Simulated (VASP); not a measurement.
In3As, 4 atoms in the cell. It takes space group Im-3m (No. 229, cubic). Conventional cell: a = 5.968 Å, b = 5.968 Å, c = 5.968 Å, α = 90.00°, β = 90.00°, γ = 90.00°. In (site symmetry 4/mmm) has 4 In at 2.98 Å and 2 As at 2.98 Å within 3.9 Å. Within 3.9 Å of As (site symmetry m-3m) lie 6 In at 2.98 Å. 

* Program: VASP 6.6.1
* Task: relaxation of cell and atoms
* Functional: PBE
* Potentials or basis: VASP PAW PBE potentials, release 64 (In_d, As)
* Cutoff: 600 eV
* k mesh: 12 × 12 × 12
* Occupations: gaussian, width 0.1 eV
* Spin: no spin polarisation
* Dipole correction: no
* Further INCAR settings: ALGO = Normal; EDIFF = 1e-06; IBRION = 2; EDIFFG = -0.01; NSW = 100; ISIF = 3

Potentials or basis: VASP PAW PBE potentials, release 64 (In_d, As).

Run with:

```bash
$ cat potpaw_PBE.64/In_d/POTCAR potpaw_PBE.64/As/POTCAR > POTCAR
$ mpirun -np 1 vasp_std > vasp.out
```

Hardware: 1 thread of AMD EPYC 9R45 96-Core Processor (Zen 5), with other jobs on the host.

Question: How long does it take, and how much memory?

Answer: Wall time 3.5 min on 1 thread of AMD EPYC 9R45 96-Core Processor (Zen 5), on a shared host, peak memory 0.37 GiB. Counts: scf iterations 20, k points 72, ion steps 2.
